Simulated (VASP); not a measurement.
# TiH (Pm-3m) in VASP: single point with r2SCAN

Aim: the single point of TiH with r2SCAN.

Everything below comes from runs of VASP 6.6.1. Logs are shortened: lines on timing, memory, paths and dates and some standing lists are left out, and cuts for length are marked.

**1. The cell of the first run**

The structure is cubic, space group Pm-3m (No. 221). The conventional cell has a = 2.652 Å, b = 2.652 Å, c = 2.652 Å, α = 90.00°, β = 90.00°, γ = 90.00°. Ti (site symmetry m-3m) has 8 H at 2.30 Å and 6 Ti at 2.65 Å within 3.0 Å. H (site symmetry m-3m) has 8 Ti at 2.30 Å and 6 H at 2.65 Å within 3.0 Å.

**2. Single point, r2SCAN**

The input, POSCAR:

```
TiH
1.0
    2.6519703588      0.0000000000      0.0000000000
    0.0000000000      2.6519703588      0.0000000000
    0.0000000000      0.0000000000      2.6519703588
Ti H
1 1
Direct
    0.0000000000      0.0000000000      0.0000000000
    0.5000000000      0.5000000000      0.5000000000
```

The input, INCAR.step1:

```
SYSTEM = TiH
ALGO = Normal
EDIFF = 1E-4
ENCUT = 520
GGA = PE
ISMEAR = 0
LASPH = .TRUE.
LCHARG = .FALSE.
LREAL = .FALSE.
LWAVE = .TRUE.
NBANDS = 14
NELM = 60
PREC = Accurate
SIGMA = 0.1
```

The input, INCAR.step2:

```
SYSTEM = TiH
ALGO = Normal
EDIFF = 1E-6
ENCUT = 520
ISIF = 2
ISMEAR = 0
ISTART = 1
LASPH = .TRUE.
LCHARG = .FALSE.
LMIXTAU = .TRUE.
LREAL = .FALSE.
LWAVE = .FALSE.
METAGGA = R2SCAN
NBANDS = 14
NELM = 60
PREC = Accurate
SIGMA = 0.1
```

The input, KPOINTS:

```
k-points
0
G
  20 20 20
  0 0 0
```

Potentials or basis: VASP PAW PBE potentials, release 64 (Ti_sv, H).

Started as:

```
$ cat potpaw_PBE.64/Ti_sv/POTCAR potpaw_PBE.64/H/POTCAR > POTCAR
$ cp INCAR.step1 INCAR
$ mpirun -np 1 vasp_std > vasp.out
$ cp INCAR.step2 INCAR
$ mpirun -np 1 vasp_std > vasp.out
```

OUTCAR:

```text
SYSTEM = TiH
   EDIFF = 1E-6
   ENCUT = 520
   ISIF = 2
   ISMEAR = 0
   ISTART = 1
   LASPH = .TRUE.
   LREAL = .FALSE.
   METAGGA = R2SCAN
   NELM = 60
   PREC = Accurate

 ion  position               nearest neighbor table
   1  0.000  0.000  0.000-
   2  0.500  0.500  0.500-

  LATTYP: Found a simple cubic cell.
 ALAT       =     2.6519703588

  Lattice vectors:

 A1 = (   2.6519703588,   0.0000000000,   0.0000000000)
 A2 = (   0.0000000000,   2.6519703588,   0.0000000000)
 A3 = (   0.0000000000,   0.0000000000,   2.6519703588)

Analysis of symmetry for initial positions (statically):
=====================================================================
 Subroutine PRICEL returns:
 Original cell was already a primitive cell.

 Routine SETGRP: Setting up the symmetry group for a
 simple cubic supercell.

 Subroutine GETGRP returns: Found 48 space group operations
 (whereof 48 operations were pure point group operations)
 out of a pool of 48 trial point group operations.

The static configuration has the point symmetry O_h .

Analysis of symmetry for dynamics (positions and initial velocities):
=====================================================================
 Subroutine PRICEL returns:
 Original cell was already a primitive cell.

 Routine SETGRP: Setting up the symmetry group for a
 simple cubic supercell.

 Subroutine GETGRP returns: Found 48 space group operations
 (whereof 48 operations were pure point group operations)
 out of a pool of 48 trial point group operations.

The dynamic configuration has the point symmetry O_h .

 Subroutine INISYM returns: Found 48 space group operations
 (whereof 48 operations are pure point group operations),
 and found     1 'primitive' translations

----------------------------------------------------------------------------------------

                                     Primitive cell

  volume of cell :      18.6512

  direct lattice vectors                    reciprocal lattice vectors
     2.651970359  0.000000000  0.000000000     0.377078121  0.000000000  0.000000000
     0.000000000  2.651970359  0.000000000     0.000000000  0.377078121  0.000000000
     0.000000000  0.000000000  2.651970359     0.000000000  0.000000000  0.377078121

  length of vectors
     2.651970359  2.651970359  2.651970359     0.377078121  0.377078121  0.377078121

  position of ions in fractional coordinates (direct lattice)
[... 82 lines left out ...]
   NSW    =      0    number of steps for IOM
   IBRION =     -1    ionic relax: 0-MD 1-quasi-New 2-CG
   NFREE  =      0    steps in history (QN), initial steepest desc. (CG)
   ISIF   =      2    stress and relaxation
   ISYM   =      2    0-nonsym 1-usesym 2-fastsym
   POTIM  = 0.5000    time-step for ionic-motion
   TEBEG  =    0.0;   TEEND  =   0.0 temperature during run
   PSTRESS=    0.0 pullay stress
   NELECT =      13.0000    total number of electrons
   NUPDOWN=      -1.0000    fix difference up-down
   EMIN   =  10.00;   EMAX   =-10.00  energy-range for DOS
   EFERMI =   0.00;   METHOD = LEGACY
   ISMEAR =     0;   SIGMA  =   0.10  broadening in eV -4-tet -1-fermi 0-gaus
   EFERMI_NEDOS =   21; number of points for ismear=-14 and -15
   IALGO  =     38    algorithm
   IMIX   =      4    mixing-type and parameters
     AMIX     =   0.40;   BMIX     =  1.00
     AMIX_MAG =   1.60;   BMIX_MAG =  1.00
  volume/ion in A,a.u.               =       9.33        62.93
  Fermi-wavevector in a.u.,A,eV,Ry     =   1.451512  2.742960 28.665937  2.106887
  Thomas-Fermi vector in A             =   2.569001
   LORBIT       =      0    0 simple, 1 ext, 2 COOP (PROOUT), +10 PAW based schemes
   METAGGA = R2SCAN    functional components
   LHFCALC =     F    Hartree Fock is set to
   AEXX    =    0.0000 exact exchange contribution
   IVDW    =     0    specifies the selected vdW correction
   LEPSILON=     F    determine dielectric tensor
   LRPA    =     F    only Hartree local field effects (RPA)
 non-spin polarized calculation
 Gauss-broadening in eV      SIGMA  =   0.10
  energy-cutoff  :      520.00
  volume of cell :       18.65
 maximum number of plane-waves:       518
 NGX is ok and might be reduce to    20
   NGX =  9   NGY =  9   NGZ =  9

 number of electron      12.9999991 magnetization

 Free energy of the ion-electron system (eV)
  ---------------------------------------------------
  ext. energy  EPLUGINS =         0.00000000
  ---------------------------------------------------
  free energy    TOTEN  =       -15.99373415 eV

  energy without entropy =      -15.98663949  energy(sigma->0) =      -15.99018682

 E-fermi :   8.7211     XC(G=0): -12.6344

 val. band max:        8.7149198127   @ k =   0.3500   0.3500   0.2500
 cond. band min:       8.7279931344   @ k =   0.5000   0.2000   0.0500
 fundamental gap:      0.0130733216
 Fermi energy:         8.7211092801

 k-point     1 :       0.0000    0.0000    0.0000
  band No.  band energies     occupation
      1     -50.0890      2.00000
      2     -24.8670      2.00000
      3     -24.8670      2.00000
      4     -24.8670      2.00000
      5      -1.3159      2.00000
      6       7.0622      2.00000
      7       7.0622      2.00000
      8      12.8926      0.00000
      9      12.8926      0.00000
     10      12.8926      0.00000
     11      19.9320      0.00000
     12      22.8651      0.00000
     13      22.8651      0.00000
     14      22.8651      0.00000
[... 377 lines left out ...]
      1     -50.0324      2.00000
      2     -25.1855      2.00000
      3     -24.9281      2.00000
      4     -24.8320      2.00000
      5      -0.2057      2.00000
      6       7.4368      2.00000
      7       7.6956      2.00000
      8      11.7007      0.00000
      9      12.0613      0.00000
     10      12.7425      0.00000
     11      16.6123      0.00000
     12      21.2545      0.00000
     13      24.9134      0.00000
     14      25.5571      0.00000

 [... further k-points ...]
[... 5 lines left out ...]
  --------------------------------------------------------------------------------------
  -------------------------------------------------------------------------------------
  Total        0.0505163      0.0505163      0.0505163     -0.0000000     -0.0000000      0.0000000
  in kB        4.3394614      4.3394614      4.3394614     -0.0000000     -0.0000000      0.0000000
  external PRESSURE =       4.3394614 kB  Pullay stress =       0.0000000 kB

 VOLUME and BASIS-vectors are now :
 -----------------------------------------------------------------------------
  energy-cutoff  :      520.00
  volume of cell :       18.65
      direct lattice vectors                 reciprocal lattice vectors
     2.651970359  0.000000000  0.000000000     0.377078121  0.000000000  0.000000000
     0.000000000  2.651970359  0.000000000     0.000000000  0.377078121  0.000000000
     0.000000000  0.000000000  2.651970359     0.000000000  0.000000000  0.377078121

 POSITION                                       TOTAL-FORCE (eV/Angst)
 -----------------------------------------------------------------------------------
      0.00000      0.00000      0.00000         0.000000      0.000000      0.000000
      1.32599      1.32599      1.32599         0.000000      0.000000      0.000000
 -----------------------------------------------------------------------------------
    total drift:                                0.000000      0.000000      0.000000

  FREE ENERGIE OF THE ION-ELECTRON SYSTEM (eV)
  ---------------------------------------------------
  free  energy   TOTEN  =       -15.9937341505 eV

  energy  without entropy=      -15.9866394895  energy(sigma->0) =      -15.99018682
```

OUTCAR.step1:

```text
SYSTEM = TiH
   EDIFF = 1E-4
   ENCUT = 520
   GGA = PE
   ISMEAR = 0
   LASPH = .TRUE.
   LREAL = .FALSE.
[... 629 lines left out ...]
      0.00000      0.00000      0.00000         0.000000      0.000000      0.000000
      1.32599      1.32599      1.32599         0.000000      0.000000      0.000000
 -----------------------------------------------------------------------------------
    total drift:                                0.000000      0.000000      0.000000

  FREE ENERGIE OF THE ION-ELECTRON SYSTEM (eV)
  ---------------------------------------------------
  free  energy   TOTEN  =       -10.8323583518 eV

  energy  without entropy=      -10.8236185002  energy(sigma->0) =      -10.82798843
```

Wall time 1.7 min (1 thread of Intel Xeon 6975P-C (Granite Rapids), shared host); peak memory 0.19 GiB.

Results:

```
Free energy : -15.9937 eV
Pressure    : 0.4 GPa
```

Caveat: the PAW data sets were made with another functional, which shifts forces and pressure a little.
